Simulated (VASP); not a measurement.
A run of VASP 6.6.1 is set up as follows.

File INCAR:

```
PREC     = Accurate       # precision mode
ENCUT    = 520            # plane-wave cutoff, eV
EDIFF    = 1E-8           # SCF threshold, eV
ISMEAR   = -1             # smearing method
SIGMA    = 0.01           # smearing width, eV
LREAL    = Auto         
LASPH    = True           # aspherical terms in the spheres
NELM     = 100            # most SCF steps
ALGO     = Normal         # electronic algorithm
ISIF     = 2              # what is computed and relaxed
LWAVE    = False          # write WAVECAR
LCHARG   = False          # write CHGCAR
GGA      = PE             # functional
LEFG     = True         
NELECT   = 210.0        
NBANDS   = 138            # bands
```

KPOINTS

```
Automatic mesh
0
Gamma
  3 3 3
```

Contents of POSCAR:

```
Mg27HO26
1.0
    0.0000000000      6.3255000000      6.3255000000
    6.3255000000      0.0000000000      6.3255000000
    6.3255000000      6.3255000000      0.0000000000
Mg H O
27 1 26
Direct
    0.0000000000      0.0000000000      0.0000000000
    0.0000000000      0.0000000000      0.3333333333
    0.0000000000      0.0000000000      0.6666666667
    0.0000000000      0.3333333333      0.0000000000
    0.0000000000      0.3333333333      0.3333333333
    0.0000000000      0.3333333333      0.6666666667
    0.0000000000      0.6666666667      0.0000000000
    0.0000000000      0.6666666667      0.3333333333
    0.0000000000      0.6666666667      0.6666666667
    0.3333333333      0.0000000000      0.0000000000
    0.3333333333      0.0000000000      0.3333333333
    0.3333333333      0.0000000000      0.6666666667
    0.3333333333      0.3333333333      0.0000000000
    0.3333333333      0.3333333333      0.3333333333
    0.3333333333      0.3333333333      0.6666666667
    0.3333333333      0.6666666667      0.0000000000
    0.3333333333      0.6666666667      0.3333333333
    0.3333333333      0.6666666667      0.6666666667
    0.6666666667      0.0000000000      0.0000000000
    0.6666666667      0.0000000000      0.3333333333
    0.6666666667      0.0000000000      0.6666666667
    0.6666666667      0.3333333333      0.0000000000
    0.6666666667      0.3333333333      0.3333333333
    0.6666666667      0.3333333333      0.6666666667
    0.6666666667      0.6666666667      0.0000000000
    0.6666666667      0.6666666667      0.3333333333
    0.6666666667      0.6666666667      0.6666666667
    0.1666666667      0.1666666667      0.1666666667
    0.1666666667      0.1666666667      0.5000000000
    0.1666666667      0.1666666667      0.8333333333
    0.1666666667      0.5000000000      0.1666666667
    0.1666666667      0.5000000000      0.5000000000
    0.1666666667      0.5000000000      0.8333333333
    0.1666666667      0.8333333333      0.1666666667
    0.1666666667      0.8333333333      0.5000000000
    0.1666666667      0.8333333333      0.8333333333
    0.5000000000      0.1666666667      0.1666666667
    0.5000000000      0.1666666667      0.5000000000
    0.5000000000      0.1666666667      0.8333333333
    0.5000000000      0.5000000000      0.1666666667
    0.5000000000      0.5000000000      0.5000000000
    0.5000000000      0.5000000000      0.8333333333
    0.5000000000      0.8333333333      0.1666666667
    0.5000000000      0.8333333333      0.5000000000
    0.5000000000      0.8333333333      0.8333333333
    0.8333333333      0.1666666667      0.1666666667
    0.8333333333      0.1666666667      0.5000000000
    0.8333333333      0.1666666667      0.8333333333
    0.8333333333      0.5000000000      0.1666666667
    0.8333333333      0.5000000000      0.5000000000
    0.8333333333      0.5000000000      0.8333333333
    0.8333333333      0.8333333333      0.1666666667
    0.8333333333      0.8333333333      0.5000000000
    0.8333333333      0.8333333333      0.8333333333
```

Potentials or basis: VASP PAW PBE potentials, release 64 (Mg, H, O).

Run with:

```sh
$ cat potpaw_PBE.64/Mg/POTCAR potpaw_PBE.64/H/POTCAR potpaw_PBE.64/O/POTCAR > POTCAR
$ mpirun -np 1 vasp_std > vasp.out
```

(1) Estimate the largest force.

## Answers

(1) 1.773 eV/Å.

Caveat: the cell carries a net charge on a neutralising background, which shifts energy and pressure; without QUAD_EFG the Cq values of the log hold for a quadrupole moment of 1 mb, not for the nuclei.
